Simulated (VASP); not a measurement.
## Ga3Sb2P: single point with PBE

Crystal: Ga3Sb2P.

```
P Sb Ga
1.0
     4.18662    0.00000    0.00000
    -2.09331    3.62572    0.00000
     0.00000    0.00000   10.24492
P Sb Ga
1 2 3
Cartesian
  0.0000 0.0000 -0.0084
  0.0000 2.4171 3.3233
  2.0933 1.2086 6.9141
  0.0000 2.4171 0.6644
  2.0933 1.2086 4.2789
  0.0000 0.0000 7.8787
```

```yaml
Program: VASP 6.6.1
Task: single point
Functional: PBE
Potentials_or_basis: VASP PAW PBE potentials, release 64 (P, Sb, Ga_d)
Cutoff: 520 eV
k_mesh: 12 × 12 × 4
Occupations: fermi-dirac, width 0.02 eV
Spin: no spin polarisation
Dipole_correction: no
Further_INCAR_settings: ALGO = Normal; EDIFF = 1e-07; NBANDS = 36
```

- Pressure: 2.1 GPa
- Largest force: 0.054 eV/Å
- Band gap on the k mesh: zero (bands 27 and 28 overlap by 0.22 eV)

Forces in eV/Å, atoms in the order of the input:
```
P    0.000  0.000  0.054
Sb   0.000  0.000 -0.031
Sb   0.000  0.000 -0.016
Ga   0.000  0.000 -0.016
Ga   0.000  0.000  0.017
Ga   0.000  0.000 -0.007
```

Stress tensor (GPa, compression positive):
```
2.01 0.00 0.00
0.00 2.01 0.00
0.00 0.00 2.28
```

Levels at points of the mesh, in eV from the Fermi level:
```
           k point  band 23  band 24  band 25  band 26  band 27  band 28  band 29  band 30  band 31  band 32
(0.00, 0.00, 0.00)    -0.68    -0.68    -0.68    -0.33     0.08     0.08     0.98     1.31     2.81     2.81
(0.50, 0.00, 0.00)    -3.08    -2.75    -2.67    -1.88    -1.51     0.79     1.03     1.66     2.00     3.53
(0.00, 0.00, 0.50)    -1.92    -0.52    -0.52    -0.18    -0.14    -0.14     1.32     1.75     3.19     3.19
(0.50, 0.00, 0.50)    -3.34    -3.02    -2.18    -1.40    -1.21     0.37     1.07     1.60     2.57     2.78
```

Wall time 4.4 min on 1 thread of AMD EPYC 9R45 (Zen 5), on a shared host, peak memory 0.45 GiB.

Caveat: semilocal functionals underestimate gaps, and a narrow one can read as zero; spin-orbit coupling is left out, which moves the levels of the heavy elements.
